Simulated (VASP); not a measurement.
# Li2Ca (Fd-3m) in VASP: a series of runs

Li2Ca is run at these levels: LDA; tasks: single point, relaxation of cell and atoms.

Everything below comes from runs of VASP 6.6.1. Logs are shortened: lines on timing, memory, paths and dates and some standing lists are left out, and cuts for length are marked.

## Step 1: The cell of the first run

Symmetry: Fd-3m, No. 227, cubic system. Conventional cell: a = 8.500 Å, b = 8.500 Å, c = 8.500 Å, α = 90.00°, β = 90.00°, γ = 90.00°. Li (site symmetry -3m) has 6 Li at 3.01 Å and 6 Ca at 3.52 Å within 4.0 Å. Within 4.6 Å of Ca (site symmetry -43m) lie 12 Li at 3.52 Å and 4 Ca at 3.68 Å.

## Step 2: Single point, LDA

Input file INCAR:

```
SYSTEM = Li2Ca
PREC = Accurate
ENCUT = 520
EDIFF = 1E-7
ISMEAR = 0
SIGMA = 0.1
LREAL = .FALSE.
LASPH = .TRUE.
NELM = 100
ALGO = Normal
ISIF = 2
LWAVE = .FALSE.
LCHARG = .TRUE.
LELF = .TRUE.
LVHAR = .TRUE.
NBANDS = 25
```

Input file KPOINTS:

```
Automatic mesh
0
G
  8 8 8
  0 0 0
```

Input file POSCAR:

```
Li2Ca
1.0
    0.0000000000      4.2500341924      4.2500341924
    4.2500341924      0.0000000000      4.2500341924
    4.2500341924      4.2500341924      0.0000000000
Li Ca
4 2
Direct
    0.1250000000      0.1250000000      0.1250000000
    0.6250000000      0.1250000000      0.1250000000
    0.1250000000      0.1250000000      0.6250000000
    0.1250000000      0.6250000000      0.1250000000
    0.5000000000      0.5000000000      0.5000000000
    0.7500000000      0.7500000000      0.7500000000
```

Potentials or basis: VASP PAW LDA potentials, release 64 (Li_sv, Ca_sv).

Started as:

```bash
$ cat potpaw_LDA.64/Li_sv/POTCAR potpaw_LDA.64/Ca_sv/POTCAR > POTCAR
$ mpirun -np 1 vasp_std > vasp.out
```

OUTCAR:

```text
SYSTEM = Li2Ca
   PREC = Accurate
   ENCUT = 520
   EDIFF = 1E-7
   ISMEAR = 0
   LREAL = .FALSE.
   LASPH = .TRUE.
   NELM = 100
   ISIF = 2

 ion  position               nearest neighbor table
   1  0.125  0.125  0.125-
   2  0.625  0.125  0.125-
   3  0.125  0.125  0.625-
   4  0.125  0.625  0.125-
   5  0.500  0.500  0.500-
   6  0.750  0.750  0.750-

  LATTYP: Found a face centered cubic cell.
 ALAT       =     8.5000683848

  Lattice vectors:

 A1 = (   0.0000000000,   4.2500341924,   4.2500341924)
 A2 = (   4.2500341924,   0.0000000000,   4.2500341924)
 A3 = (   4.2500341924,   4.2500341924,   0.0000000000)

Analysis of symmetry for initial positions (statically):
=====================================================================
 Subroutine PRICEL returns:
 Original cell was already a primitive cell.

 Routine SETGRP: Setting up the symmetry group for a
 face centered cubic supercell.

 Subroutine GETGRP returns: Found 48 space group operations
 (whereof 24 operations were pure point group operations)
 out of a pool of 48 trial point group operations.

The static configuration has the point symmetry T_d .
 The point group associated with its full space group is O_h .

Analysis of symmetry for dynamics (positions and initial velocities):
=====================================================================
 Subroutine PRICEL returns:
 Original cell was already a primitive cell.

 Routine SETGRP: Setting up the symmetry group for a
 face centered cubic supercell.

 Subroutine GETGRP returns: Found 48 space group operations
 (whereof 24 operations were pure point group operations)
 out of a pool of 48 trial point group operations.

The dynamic configuration has the point symmetry T_d .
 The point group associated with its full space group is O_h .

 Subroutine INISYM returns: Found 48 space group operations
 (whereof 24 operations are pure point group operations),
 and found     1 'primitive' translations

----------------------------------------------------------------------------------------

                                     Primitive cell

  volume of cell :     153.5350

  direct lattice vectors                    reciprocal lattice vectors
     0.000000000  4.250034192  4.250034192    -0.117646112  0.117646112  0.117646112
     4.250034192  0.000000000  4.250034192     0.117646112 -0.117646112  0.117646112
     4.250034192  4.250034192  0.000000000     0.117646112  0.117646112 -0.117646112

  length of vectors
     6.010455995  6.010455995  6.010455995     0.203769044  0.203769044  0.203769044

  position of ions in fractional coordinates (direct lattice)
     0.125000000  0.125000000  0.125000000
     0.625000000  0.125000000  0.125000000
     0.125000000  0.125000000  0.625000000
     0.125000000  0.625000000  0.125000000
     0.500000000  0.500000000  0.500000000
     0.750000000  0.750000000  0.750000000

  ion indices of the primitive-cell ions
   primitive index   ion index
                 1           1
                 2           2
                 3           3
                 4           4
                 5           5
                 6           6

----------------------------------------------------------------------------------------

 KPOINTS: Automatic mesh

Automatic generation of k-mesh.
 Grid dimensions read from file:
 generate k-points for:    8    8    8

 Generating k-lattice:

  Cartesian coordinates                     Fractional coordinates (reciprocal lattice)
    -0.014705764  0.014705764  0.014705764     0.125000000  0.000000000  0.000000000
     0.014705764 -0.014705764  0.014705764     0.000000000  0.125000000  0.000000000
     0.014705764  0.014705764 -0.014705764     0.000000000  0.000000000  0.125000000

  Length of vectors
     0.025471130  0.025471130  0.025471130

  Shift w.r.t. Gamma in fractional coordinates (k-lattice)
     0.000000000  0.000000000  0.000000000

 Subroutine IBZKPT returns following result:
 ===========================================

 Found     29 irreducible k-points:

 Following reciprocal coordinates:
            Coordinates               Weight
  0.000000  0.000000  0.000000      1.000000
  0.125000  0.000000  0.000000      8.000000
  0.250000  0.000000  0.000000      8.000000
  0.375000  0.000000  0.000000      8.000000
  0.500000  0.000000  0.000000      4.000000
  0.125000  0.125000  0.000000      6.000000
[... 16 lines left out ...]
  0.500000  0.250000  0.125000     48.000000
 -0.375000  0.250000  0.125000     24.000000
 [... further k-points ...]
   k-points           NKPTS =     29   k-points in BZ     NKDIM =     29   number of bands    NBANDS=     25
   number of dos      NEDOS =    301   number of ions     NIONS =      6
   total plane-waves  NPLWV = 110592
   dimension x,y,z NGX =    48 NGY =   48 NGZ =   48
   dimension x,y,z NGXF=    96 NGYF=   96 NGZF=   96
   ions per type =               4   2
   NGX,Y,Z   is equivalent  to a cutoff of  13.28, 13.28, 13.28 a.u.
   NGXF,Y,Z  is equivalent  to a cutoff of  26.55, 26.55, 26.55 a.u.
 SYSTEM =  Li2Ca
   PREC   = accura    normal or accurate (medium, high low for compatibility)
   ISTART =      0    job   : 0-new  1-cont  2-samecut
   ICHARG =      2    charge: 1-file 2-atom 10-const
   ISPIN  =      1    spin polarized calculation?
   LNONCOLLINEAR =      F non collinear calculations
   LSORBIT =      F    spin-orbit coupling
   LASPH  =      T    aspherical Exc in radial PAW
   ENCUT  =  520.0 eV  38.22 Ry    6.18 a.u.  11.18 11.18 11.18*2*pi/ulx,y,z
   NELM   =    100;   NELMIN=  2; NELMDL= -5     # of ELM steps
   EDIFF  = 0.1E-06   stopping-criterion for ELM
   LREAL  =      F    real-space projection
   EDIFFG = 0.1E-05   stopping-criterion for IOM
   NSW    =      0    number of steps for IOM
   IBRION =     -1    ionic relax: 0-MD 1-quasi-New 2-CG
   NFREE  =      0    steps in history (QN), initial steepest desc. (CG)
   ISIF   =      2    stress and relaxation
   ISYM   =      2    0-nonsym 1-usesym 2-fastsym
   POTIM  = 0.5000    time-step for ionic-motion
   TEBEG  =    0.0;   TEEND  =   0.0 temperature during run
   PSTRESS=    0.0 pullay stress
   NELECT =      32.0000    total number of electrons
   NUPDOWN=      -1.0000    fix difference up-down
   EMIN   =  10.00;   EMAX   =-10.00  energy-range for DOS
   EFERMI =   0.00;   METHOD = LEGACY
   ISMEAR =     0;   SIGMA  =   0.10  broadening in eV -4-tet -1-fermi 0-gaus
   EFERMI_NEDOS =   21; number of points for ismear=-14 and -15
   IALGO  =     38    algorithm
   IMIX   =      4    mixing-type and parameters
     AMIX     =   0.40;   BMIX     =  1.00
     AMIX_MAG =   1.60;   BMIX_MAG =  1.00
  volume/ion in A,a.u.               =      25.59       172.68
  Fermi-wavevector in a.u.,A,eV,Ry     =   0.970635  1.834233 12.818476  0.942131
  Thomas-Fermi vector in A             =   2.100786
   LORBIT       =      0    0 simple, 1 ext, 2 COOP (PROOUT), +10 PAW based schemes
   GGA     = CA    functional components
   LHFCALC =     F    Hartree Fock is set to
   AEXX    =    0.0000 exact exchange contribution
   IVDW    =     0    specifies the selected vdW correction
   LEPSILON=     F    determine dielectric tensor
   LRPA    =     F    only Hartree local field effects (RPA)
 non-spin polarized calculation
 Gauss-broadening in eV      SIGMA  =   0.10
  energy-cutoff  :      520.00
  volume of cell :      153.53
 maximum number of plane-waves:      4158
 NGX is ok and might be reduce to    48
   NGX = 23   NGY = 23   NGZ = 23

 number of electron      31.9999976 magnetization

 Free energy of the ion-electron system (eV)
  ---------------------------------------------------
  ext. energy  EPLUGINS =         0.00000000
  ---------------------------------------------------
  free energy    TOTEN  =       -12.67275407 eV

  energy without entropy =      -12.64808534  energy(sigma->0) =      -12.66041970

 E-fermi :   1.5216     XC(G=0):  -7.7851

 val. band max:        1.5150044908   @ k =   0.1250   0.1250   0.0000
 cond. band min:       1.5423508062   @ k =  -0.2500   0.2500   0.0000
 fundamental gap:      0.0273463155
 Fermi energy:         1.5215728414

 k-point     1 :       0.0000    0.0000    0.0000
  band No.  band energies     occupation
      1     -43.9442      2.00000
      2     -43.9276      2.00000
      3     -43.9276      2.00000
      4     -43.9276      2.00000
      5     -39.9568      2.00000
      6     -39.9353      2.00000
[... 17 lines left out ...]
     24       5.0621      0.00000
     25       5.0621      0.00000

 k-point     2 :       0.1250    0.0000    0.0000
  band No.  band energies     occupation
      1     -43.9438      2.00000
      2     -43.9281      2.00000
      3     -43.9276      2.00000
      4     -43.9276      2.00000
      5     -39.9562      2.00000
      6     -39.9359      2.00000
[... 17 lines left out ...]
     24       5.0277      0.00000
     25       5.2157      0.00000

 k-point     3 :       0.2500    0.0000    0.0000
  band No.  band energies     occupation
      1     -43.9426      2.00000
      2     -43.9294      2.00000
      3     -43.9276      2.00000
      4     -43.9276      2.00000
      5     -39.9545      2.00000
      6     -39.9375      2.00000
[... 552 lines left out ...]
 k-point    23 :       0.5000    0.2500    0.1250
  band No.  band energies     occupation
      1     -43.9398      2.00000
      2     -43.9321      2.00000
      3     -43.9276      2.00000
      4     -43.9276      2.00000
      5     -39.9510      2.00000
      6     -39.9411      2.00000
[... 17 lines left out ...]
     24       4.5469      0.00000
     25       4.8040      0.00000

 k-point    24 :      -0.3750    0.2500    0.1250
  band No.  band energies     occupation
      1     -43.9389      2.00000
      2     -43.9330      2.00000
      3     -43.9276      2.00000
      4     -43.9276      2.00000
      5     -39.9498      2.00000
      6     -39.9422      2.00000
[... 17 lines left out ...]
     24       4.2859      0.00000
     25       4.8267      0.00000

 [... further k-points ...]

------------------------ aborting loop because EDIFF is reached ----------------------------------------

  FORCE on cell =-STRESS in cart. coord.  units (eV):
  Direction    XX          YY          ZZ          XY          YZ          ZX
  --------------------------------------------------------------------------------------
  -------------------------------------------------------------------------------------
  Total       -0.0072103     -0.0072103     -0.0072103      0.0000000     -0.0000000      0.0000000
  in kB       -0.0752412     -0.0752412     -0.0752412      0.0000000     -0.0000000      0.0000000
  external PRESSURE =      -0.0752412 kB  Pullay stress =       0.0000000 kB

 VOLUME and BASIS-vectors are now :
 -----------------------------------------------------------------------------
  energy-cutoff  :      520.00
  volume of cell :      153.53
      direct lattice vectors                 reciprocal lattice vectors
     0.000000000  4.250034192  4.250034192    -0.117646112  0.117646112  0.117646112
     4.250034192  0.000000000  4.250034192     0.117646112 -0.117646112  0.117646112
     4.250034192  4.250034192  0.000000000     0.117646112  0.117646112 -0.117646112

 POSITION                                       TOTAL-FORCE (eV/Angst)
 -----------------------------------------------------------------------------------
      1.06251      1.06251      1.06251        -0.000000     -0.000000      0.000000
      1.06251      3.18753      3.18753        -0.000000     -0.000000      0.000000
      3.18753      3.18753      1.06251        -0.000000     -0.000000      0.000000
      3.18753      1.06251      3.18753        -0.000000     -0.000000      0.000000
      4.25003      4.25003      4.25003        -0.000000     -0.000000     -0.000000
      6.37505      6.37505      6.37505         0.000000      0.000000     -0.000000
 -----------------------------------------------------------------------------------
    total drift:                               -0.000000      0.000000      0.000000

  FREE ENERGIE OF THE ION-ELECTRON SYSTEM (eV)
  ---------------------------------------------------
  free  energy   TOTEN  =       -12.6727540654 eV

  energy  without entropy=      -12.6480853440  energy(sigma->0) =      -12.66041970
```

Wall time 2.5 min (1 thread of AMD EPYC 9R45 (Zen 5), shared host); peak memory 0.26 GiB.

Results:

```yaml
Free_energy: -12.6728 eV
Band_gap_on_the_k_mesh: zero (band 16 reaches 1.78 eV, above the bottom of band 17 at 1.28 eV)
```

Levels at points of the mesh, in eV from the Fermi level:
| k point | band 12 | band 13 | band 14 | band 15 | band 16 | band 17 | band 18 | band 19 | band 20 | band 21 |
| --- | --- | --- | --- | --- | --- | --- | --- | --- | --- | --- |
| (0.00, 0.00, 0.00) | -22.73 | -3.94 | 0.14 | 0.14 | 0.14 | 0.39 | 0.39 | 0.45 | 0.87 | 0.87 |
| (0.50, 0.00, 0.00) | -22.72 | -2.78 | -2.27 | 0.08 | 0.08 | 0.34 | 0.51 | 0.51 | 0.89 | 1.23 |
| (0.50, 0.50, 0.00) | -22.71 | -2.09 | -2.09 | -0.83 | -0.83 | -0.25 | -0.25 | 1.62 | 1.62 | 1.85 |

Caveat: the cutoff is under 1.25 times the usual one of these potentials, so pressure, stress and relaxed cells hold a basis-set (Pulay) error.

## Step 3: Relaxation of cell and atoms, LDA

This run uses another cell than the first one, of 27.71 Å³/atom, 1.083 times its volume.

Input file INCAR:

```
SYSTEM = Li2Ca
  PREC = Accurate
  ENCUT = 600
  EDIFF = 1E-6
  ISMEAR = 0
  SIGMA = 0.1
  LREAL = .FALSE.
  LASPH = .TRUE.
  NELM = 100
  ALGO = Normal
  ISIF = 3
  LWAVE = .FALSE.
  LCHARG = .FALSE.
  GGA = CA
  IBRION = 2
  NSW = 70
  EDIFFG = -0.005
```

Input file KPOINTS:

```
regular mesh
0
G
  8 8 8
  0 0 0
```

POSCAR: that of step 2 with these lines changed.

```diff
@@ -2,5 +2,5 @@
 1.0
-    0.0000000000      4.2500341924      4.2500341924
-    4.2500341924      0.0000000000      4.2500341924
-    4.2500341924      4.2500341924      0.0000000000
+    0.0000000000      4.3645114596      4.3645114596
+    4.3645114596      0.0000000000      4.3645114596
+    4.3645114596      4.3645114596      0.0000000000
 Li Ca
```

Potentials or basis: VASP PAW LDA potentials, release 64 (Li_sv, Ca_sv).

Started as:

```bash
$ cat potpaw_LDA.64/Li_sv/POTCAR potpaw_LDA.64/Ca_sv/POTCAR > POTCAR
$ mpirun -np 1 vasp_std > vasp.out
```

It took 7.5 min on 1 thread of AMD EPYC 9R45 (Zen 5), shared host; peak memory 0.32 GiB.

It converged, with:

| Property | Result |
| --- | --- |
| Free energy | -12.6796 eV |
| Relaxed volume | 25.52 Å³/atom |
| Relaxed cell | a = 6.005 Å, b = 6.005 Å, c = 6.005 Å, α = 60.00°, β = 60.00°, γ = 60.00° |
| Space group after relaxing (to 0.05 Å) | Fd-3m (No. 227) |
| Energy gained by relaxing | 9.2 meV/atom |
| Ionic steps | 4 |
| Pressure after relaxing | 0.0 GPa |
| Band gap on the k mesh | zero (band 16 reaches 1.79 eV, above the bottom of band 17 at 1.29 eV) |

The path:
| step | energy change (eV) | largest force (eV/Å) | pressure (GPa) | volume (Å³) |
| --- | --- | --- | --- | --- |
| 1 | 0.0000 | 0.0000 | -1.27 | 166.28 |
| 2 | -0.0344 | 0.0000 | -0.82 | 161.04 |
| 3 | -0.0550 | 0.0000 | -0.10 | 154.01 |
| 4 | -0.0553 | 0.0000 | 0.00 | 153.11 |

Final structure:
```cif
data_structure
_symmetry_space_group_name_H-M 'P 1'
_symmetry_Int_Tables_number 1
_cell_length_a 6.0049
_cell_length_b 6.0049
_cell_length_c 6.0049
_cell_angle_alpha 60.000
_cell_angle_beta 60.000
_cell_angle_gamma 60.000
_cell_volume 153.11
loop_
_atom_site_label
_atom_site_type_symbol
_atom_site_fract_x
_atom_site_fract_y
_atom_site_fract_z
_atom_site_occupancy
Li1 Li 0.12500 0.12500 0.12500 1
Li2 Li 0.62500 0.12500 0.12500 1
Li3 Li 0.12500 0.12500 0.62500 1
Li4 Li 0.12500 0.62500 0.12500 1
Ca1 Ca 0.50000 0.50000 0.50000 1
Ca2 Ca 0.75000 0.75000 0.75000 1
```

Levels at points of the mesh, in eV from the Fermi level:
| k point | band 14 | band 15 | band 16 | band 17 | band 18 | band 19 |
| --- | --- | --- | --- | --- | --- | --- |
| (0.00, 0.00, 0.00) | 0.14 | 0.14 | 0.14 | 0.39 | 0.39 | 0.45 |
| (0.50, 0.00, 0.00) | -2.28 | 0.08 | 0.08 | 0.34 | 0.51 | 0.51 |
| (0.50, 0.50, 0.00) | -2.09 | -0.84 | -0.84 | -0.25 | -0.25 | 1.62 |

Caveat: the cutoff is under 1.25 times the usual one of these potentials, so pressure, stress and relaxed cells hold a basis-set (Pulay) error. Zero-point motion and thermal expansion aren't in these numbers.
